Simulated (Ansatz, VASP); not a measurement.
CsNiN: VASP beside Ansatz

```
Cs Ni N
1.0
     5.49980    0.00000    0.00000
    -2.74990    4.76297    0.00000
     0.00000    0.00000    3.42352
Cs Ni N
1 1 1
Direct
  0.66667 0.33333 0.50000
  0.33333 0.66667 0.00000
  0.33333 0.66667 0.50000
```

Alike in both runs: task single point; functional PBE; k mesh 6 × 6 × 8; occupations fermi-dirac, width 0.05 eV; collinear spin.

```csv
,VASP,Ansatz
version,VASP 6.6.1,Ansatz 0.2.0
potentials or method,"VASP PAW PBE potentials, release 64 (Cs_sv, Ni, N)",Ansatz PAW
plane-wave cutoff (eV),520,420
valence electrons in the cell,24,32
```

```tsv
	VASP	Ansatz	Ansatz less VASP
gap on the k mesh at the Fermi level (eV)	none	none	-
pressure (GPa)	1.0	1.0	-0.05
traceless stress, the component that is largest in VASP (GPa)	1.27	1.18	-0.087
net moment per atom (μB)	0.13	0.13	+0.001
size of the moment on the site where the two differ most (μB)	0.22	0.20	-0.016
```

Site moments also hang on the region over which each program counts them. A gap of «none» marks a metal or a gap that the smearing closes. VASP's potentials hold 24 valence electrons a cell and Ansatz's 32, so a difference there can come from the potentials and not from the codes.

Spin-orbit coupling is off throughout.
